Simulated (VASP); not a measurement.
# W: single point with PBE

The system is W.

```
CELL_PARAMETERS angstrom
0.00000 1.99067 1.99067
1.99067 0.00000 1.99067
1.99067 1.99067 0.00000
ATOMIC_POSITIONS crystal
W 0.00000 0.00000 0.00000
```

```
Program             : VASP 6.6.1
Task                : single point
Functional          : PBE
Potentials or basis : VASP PAW PBE potentials, release 64 (W_sv)
Cutoff              : 520 eV
k mesh              : 18 × 18 × 18
Occupations         : gaussian, width 0.05 eV
Spin                : no spin polarisation
```

* Pressure: 13.3 GPa
* Band gap on the k mesh: zero (band 7 reaches 14.32 eV, above the bottom of band 8 at 10.43 eV)

Levels at points of the mesh, in eV from the Fermi level:
| k point | band 5 | band 6 | band 7 | band 8 | band 9 | band 10 |
| --- | --- | --- | --- | --- | --- | --- |
| (0.00, 0.00, 0.00) | -9.19 | -0.60 | -0.60 | -0.60 | 2.71 | 2.71 |
| (0.50, 0.00, 0.00) | -5.81 | -0.84 | -0.84 | 0.77 | 5.34 | 5.34 |
| (0.50, 0.50, 0.00) | -5.76 | -4.76 | 3.29 | 5.30 | 6.12 | 6.12 |

It took 23 s on 1 thread of Intel Xeon 6975P-C (shared host), peak memory 0.17 GiB.

Caveat: spin-orbit coupling is left out, which moves the levels of the heavy elements.
